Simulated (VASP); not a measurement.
Input of a VASP 6.6.1 run:

Contents of POSCAR:

```
SiC
1.0
    0.0000000000      2.2069843000      2.2069843000
    2.2069843000      0.0000000000      2.2069843000
    2.2069843000      2.2069843000      0.0000000000
Si C
1 1
Direct
    0.0000000000      0.0000000000      0.0000000000
    0.2500000000      0.2500000000      0.2500000000
```

File INCAR.step1:

```
SYSTEM = SiC
PREC = Accurate ; ENCUT = 520
ISMEAR = -1 ; SIGMA = 0.02
LREAL = .False. ; LASPH = .True.
NELM = 100 ; NBANDS = 11
GGA = PE ; ALGO = Normal
EDIFF = 1E-4 ; LWAVE = .True.
LCHARG = .False.
```

INCAR.step2

```
SYSTEM = SiC
PREC = Accurate ; ENCUT = 520
EDIFF = 1E-7 ; ISMEAR = -1
SIGMA = 0.02 ; LREAL = .False.
LASPH = .True. ; NELM = 100
ALGO = Normal ; ISIF = 2
LWAVE = .False. ; LCHARG = .False.
METAGGA = R2SCAN ; LMIXTAU = .True.
NBANDS = 11 ; ISTART = 1
```

KPOINTS

```
Automatic mesh
0
Gamma
  12 12 12
  0 0 0
```

Potentials or basis: VASP PAW PBE potentials, release 64 (Si, C).

Launch:

```bash
$ cat potpaw_PBE.64/Si/POTCAR potpaw_PBE.64/C/POTCAR > POTCAR
$ cp INCAR.step1 INCAR
$ mpirun -np 1 vasp_std > vasp.out
$ cp INCAR.step2 INCAR
$ mpirun -np 1 vasp_std > vasp.out
```

(1) What does it give for the band gap on the k mesh?

(2) What does it give for the pressure?

Results:

(1) 1.75 eV (least direct gap 5.01 eV).

(2) -8.4 GPa.

Caveat: the cell stands under tension; the PAW data sets were made with another functional, which shifts forces and pressure a little.
